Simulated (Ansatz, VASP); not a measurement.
## One calculation of BeZn4O, two programs

INCAR

```
SYSTEM = BeZn4O
  ALGO = Normal
  EDIFF = 1E-6
  EDIFFG = -0.04
  ENCUT = 600
  GGA = PE
  IBRION = 2
  ISIF = 3
  ISMEAR = 0
  ISPIN = 2
  LASPH = .True.
  LCHARG = .False.
  LORBIT = 11
  LREAL = .False.
  LWAVE = .False.
  MAGMOM = 0 0 0 0 0 1
  NELM = 150
  NSW = 90
  PREC = Accurate
  SIGMA = 0.1
```

File KPOINTS:

```
k-points
0
Gamma
  4 4 4
  0 0 0
```

The input POSCAR:

```
BeZn4O
1.0
    0.0000000000      3.3370056100      3.3370056100
    3.3370056100      0.0000000000      3.3370056100
    3.3370056100      3.3370056100      0.0000000000
Be Zn O
1 4 1
Direct
    0.7500000000      0.7500000000      0.7500000000
    0.8686098200      0.3771300600      0.3771300600
    0.3771300600      0.3771300600      0.3771300600
    0.3771300600      0.8686098200      0.3771300600
    0.3771300600      0.3771300600      0.8686098200
    0.0000000000      0.0000000000      0.0000000000
```

Input for Ansatz:

```yaml
crystal:
  lattice:
    - [0.0, 3.33700561, 3.33700561]
    - [3.33700561, 0.0, 3.33700561]
    - [3.33700561, 3.33700561, 0.0]
  atoms:
    - { symbol: Be, position: [0.75, 0.75, 0.75] }
    - { symbol: Zn, position: [0.86860982, 0.37713006, 0.37713006] }
    - { symbol: Zn, position: [0.37713006, 0.37713006, 0.37713006] }
    - { symbol: Zn, position: [0.37713006, 0.86860982, 0.37713006] }
    - { symbol: Zn, position: [0.37713006, 0.37713006, 0.86860982] }
    - { symbol: O, position: [0.0, 0.0, 0.0], spin: 1.0 }
basis:
  ecutwfc: 420
kpoints:
  mp_grid: { grid: [4, 4, 4] }
hamiltonian:
  xc: pbe
scf:
  occupations: { method: gaussian, width: 0.1 }
  lower_state_search: "off"
output:
  forces: true
  stress: true
  eigenvalues: true
  populations: true
magnetization:
  spin_polarized: true
relax:
  adjacent_minimum: "off"
  f_tol: 0.04
  max_steps: 70
  cell: { stress_tol: 0.4 }
```

Change from the starting cell: species swapped into the NdMgCu4 type (F-43m, No. 216).

Alike in both runs: task relaxation of cell and atoms; functional PBE; k mesh 4 × 4 × 4; occupations gaussian, width 0.1 eV; collinear spin.

|  | VASP | Ansatz |
| --- | --- | --- |
| version | VASP 6.6.1 | Ansatz 0.2.0 |
| potentials or method | VASP PAW PBE potentials, release 64 (Be, Zn, O), cutoff 600 eV | scalar-relativistic, plane waves, PAW |
| valence electrons in the cell | 56 | 56 |

```tsv
	VASP	Ansatz	Ansatz less VASP
gap on the k mesh at the Fermi level, each at its own relaxed structure (eV)	none	none	-
net moment per atom (μB)	0.00	0.24	+0.239
size of the moment on the site where the two differ most (μB)	0.00	0.75	+0.747
relaxed volume (Å³/atom)	14.21	14.18	-0.028
relaxed cell length with the largest relative difference (Å)	4.940	4.937	-0.0033
```

The net moments are unlike, so the other rows may belong to different states. Site moments also hang on the region over which each program counts them. A gap of «none» marks a metal or a gap that the smearing closes.

The k mesh is coarse, so the values compare programs but aren't converged.
